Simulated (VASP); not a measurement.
Be3Cd2S:

```
CELL_PARAMETERS angstrom
3.66345 0.00000 0.00000
-1.83173 3.17264 0.00000
0.00000 0.00000 8.97815
ATOMIC_POSITIONS crystal
Be 0.66667 0.33333 0.50000
Be 0.00000 0.00000 0.00000
Be 0.00000 0.00000 0.50000
Cd 0.33333 0.66667 0.33032
Cd 0.33333 0.66667 0.66968
S 0.66667 0.33333 0.00000
```

The cell was generated, and may not be a known phase.

| Quantity | Value |
| --- | --- |
| Program | VASP 6.6.1 |
| Task | relaxation of cell and atoms |
| Functional | PBE |
| Potentials or basis | VASP PAW PBE potentials, release 64 (Be, Cd, S) |
| Cutoff | 600 eV |
| k mesh | 12 × 12 × 4 |
| Occupations | gaussian, width 0.1 eV |
| Spin | no spin polarisation |

At the start: pressure 0.3 GPa; volume 17.39 Å³/atom.

**Question.** Where does the relaxation end?

**Answer.** Over 15 steps the energy falls by 8.6 meV/atom and the volume is 20.45 Å³/atom (+17.6 %); space group P-6m2 (No. 187, to 0.1 Å) before and after.

Step by step:
| step | energy change (eV) | largest force (eV/Å) | pressure (GPa) | volume (Å³) |
| --- | --- | --- | --- | --- |
| 1 | 0.0000 | 0.0201 | 0.34 | 104.35 |
| 2 | -0.0020 | 0.0537 | 0.12 | 104.91 |
| 3 | -0.0039 | 0.1193 | -0.31 | 106.07 |
| 4 | -0.0054 | 0.1136 | -0.23 | 106.14 |
| 5 | -0.0090 | 0.0933 | 0.04 | 106.37 |
| 6 | -0.0113 | 0.0457 | 0.64 | 106.80 |
| 7 | -0.0123 | 0.0468 | 0.61 | 107.15 |
| 8 | -0.0151 | 0.0527 | 0.54 | 108.21 |
| 9 | -0.0218 | 0.0582 | 0.40 | 110.31 |
| 10 | -0.0382 | 0.0576 | 0.15 | 114.50 |
| 11 | -0.0513 | 0.0205 | 0.02 | 122.77 |
| 12 | -0.0513 | 0.0191 | 0.02 | 123.08 |
| 13 | -0.0514 | 0.0154 | -0.03 | 122.94 |
| 14 | -0.0514 | 0.0141 | -0.04 | 122.92 |
| 15 | -0.0515 | 0.0023 | 0.06 | 122.67 |

Final structure:
```cif
data_structure
_symmetry_space_group_name_H-M 'P 1'
_symmetry_Int_Tables_number 1
_cell_length_a 3.6092
_cell_length_b 3.6092
_cell_length_c 10.8739
_cell_angle_alpha 90.000
_cell_angle_beta 90.000
_cell_angle_gamma 120.000
_cell_volume 122.67
loop_
_atom_site_label
_atom_site_type_symbol
_atom_site_fract_x
_atom_site_fract_y
_atom_site_fract_z
_atom_site_occupancy
Be1 Be 0.66667 0.33333 0.50000 1
Be2 Be 0.00000 0.00000 0.00000 1
Be3 Be 0.00000 0.00000 0.50000 1
Cd1 Cd 0.33333 0.66667 0.35431 1
Cd2 Cd 0.33333 0.66667 0.64569 1
S1 S 0.66667 0.33333 0.00000 1
```

Caveat: the volume moved by over 15 % at a fixed basis, so the end points are rough.
